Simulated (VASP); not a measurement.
Set up this calculation in VASP 6.6.1, as the native input.

```
Task                   : single point
Functional             : PBE
Potentials or basis    : VASP PAW PBE potentials, release 64 (Ba_sv, Ti_sv, O)
Cutoff                 : 520 eV
k mesh                 : 4 × 4 × 4
Occupations            : gaussian, width 0.01 eV
Spin                   : no spin polarisation
Hubbard terms          : Ti d U = 1.0 eV
Dipole correction      : no
Further INCAR settings : ALGO = Normal; EDIFF = 1e-07; NBANDS = 28
```

The structure of BaTiO3 lies in POSCAR:

```
BaTiO3
1.0
    3.9998000000      0.0000000000      0.0000000000
    0.0000000000      3.9998000000      0.0000000000
    0.0000000000      0.0000000000      4.0180000000
Ba Ti O
1 1 3
Direct
    0.0000000000      0.0000000000      0.0000000000
    0.5000000000      0.5000000000      0.4900000000
    0.5000000000      0.5000000000      0.0190000000
    0.5000000000      0.0000000000      0.5170000000
    0.0000000000      0.5000000000      0.5170000000
```

These files were run (other wordings do the same):

INCAR

```
SYSTEM = BaTiO3
PREC     = Accurate       ! precision mode
ENCUT    = 520            ! plane-wave cutoff, eV
EDIFF    = 1E-7           ! SCF threshold, eV
ISMEAR   = 0              ! smearing method
SIGMA    = 0.01           ! smearing width, eV
LREAL    = .False.        ! projectors in reciprocal space
LASPH    = .True.         ! aspherical terms in the spheres
NELM     = 150            ! most SCF steps
ALGO     = Normal         ! electronic algorithm
ISIF     = 2              ! what is computed and relaxed
LWAVE    = .False.        ! write WAVECAR
LCHARG   = .False.        ! write CHGCAR
LMAXMIX  = 4              ! l up to which the mixer works
LDAU     = .True.         ! DFT+U
LDAUTYPE = 2            
LDAUL    = -1 2 -1        ! shell
LDAUU    = 0 1 0          ! U, eV
LDAUJ    = 0 0 0        
LDAUPRINT= 1            
GGA      = PE             ! functional
NBANDS   = 28             ! bands
```

KPOINTS

```
regular mesh
0
Gamma
  4 4 4
  0 0 0
```

Potentials or basis: VASP PAW PBE potentials, release 64 (Ba_sv, Ti_sv, O).

Launch:

```sh
$ cat potpaw_PBE.64/Ba_sv/POTCAR potpaw_PBE.64/Ti_sv/POTCAR potpaw_PBE.64/O/POTCAR > POTCAR
$ mpirun -np 1 vasp_std > vasp.out
```

Results of the run:

```json
{
 "Pressure": "5.0 GPa",
 "Largest force": "0.168 eV/Å",
 "Band gap on the k mesh": "1.87 eV (least direct gap 2.17 eV)"
}
```

Caveat: the cell stands under pressure; spin-orbit coupling is left out, which moves the levels of the heavy elements.

Run time: 34 s on 1 thread of Intel(R) Xeon(R) Platinum 8375C CPU @ 2.90GHz (Ice Lake) (shared host), peak memory 0.18 GiB.
